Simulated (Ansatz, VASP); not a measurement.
**One calculation of Sn, two programs**

Contents of INCAR:

```
SYSTEM = Sn
PREC = Accurate
ENCUT = 520
EDIFF = 1E-7
ISMEAR = -1
SIGMA = 0.05
LREAL = .False.
LASPH = .True.
NELM = 60
ALGO = Fast
ISIF = 2
LWAVE = .False.
LCHARG = .False.
GGA = B5
ALDAX = 1.0
AGGAX = 1.0
AGGAC = 1.0
ALDAC = 0.0
NBANDS = 13
```

Contents of KPOINTS:

```
regular mesh
0
Gamma
  10 10 10
  0 0 0
```

The input POSCAR:

```
Sn
1.0
   -2.0291894110      2.0291894110      1.6607599896
    2.0291894110     -2.0291894110      1.6607599896
    2.0291894110      2.0291894110     -1.6607599896
Sn
1
Direct
    0.0000000000      0.0000000000      0.0000000000
```

File input.yaml:

```yaml
crystal:
  lattice:
    - [-2.029189411, 2.029189411, 1.6607599896]
    - [2.029189411, -2.029189411, 1.6607599896]
    - [2.029189411, 2.029189411, -1.6607599896]
  atoms:
    - { symbol: Sn, position: [0.0, 0.0, 0.0] }
hamiltonian:
  xc: blyp
  pseudopotentials: { kind: paw }
kpoints:
  mp_grid: { grid: [10, 10, 10] }
  band_path:
    path:
      - [[0.0, 0.0, 0.0], [0.0, 0.0, 0.5], [-0.5, 0.5, 0.5], [0.0, 0.0, 0.0], [0.4174590337, 0.4174590337, -0.4174590337], [0.25, 0.25, 0.25], [0.0, 0.5, 0.0], [-0.4174590337, 0.5825409663, 0.4174590337], [-0.5, 0.5, 0.5]]
      - [[0.0, 0.0, 0.5], [0.25, 0.25, 0.25]]
    npoints: 14
scf:
  occupations: { method: fermi_dirac, width: 0.05 }
  n_extra_bands: 6
output:
  forces: true
  stress: true
  eigenvalues: true
  fatbands: false
  write_density: true
  write_potential: true
  elf: true
  volumetric_format: npy
```

Alike in both runs: functional BLYP; k mesh 10 × 10 × 10; occupations fermi-dirac, width 0.05 eV; no spin polarisation.

|  | VASP | Ansatz |
| --- | --- | --- |
| version | VASP 6.6.1 | Ansatz 0.2.0 |
| potentials or method | VASP PAW PBE potentials, release 64 (Sn_d) | Ansatz PAW |
| plane-wave cutoff (eV) | 520 | 420 |
| valence electrons in the cell | 14 | 14 |
| task | single point | band structure |

|  | VASP | Ansatz | Ansatz less VASP |
| --- | --- | --- | --- |
| gap on the k mesh at the Fermi level (eV) | none | none | - |
| pressure (GPa) | 5.5 | 5.5 | 0.00 |
| traceless stress, the component that is largest in VASP (GPa) | 0.54 | 0.52 | -0.021 |

VASP's potentials were made for PBE, not for BLYP. A gap of «none» marks a metal or a gap that the smearing closes.
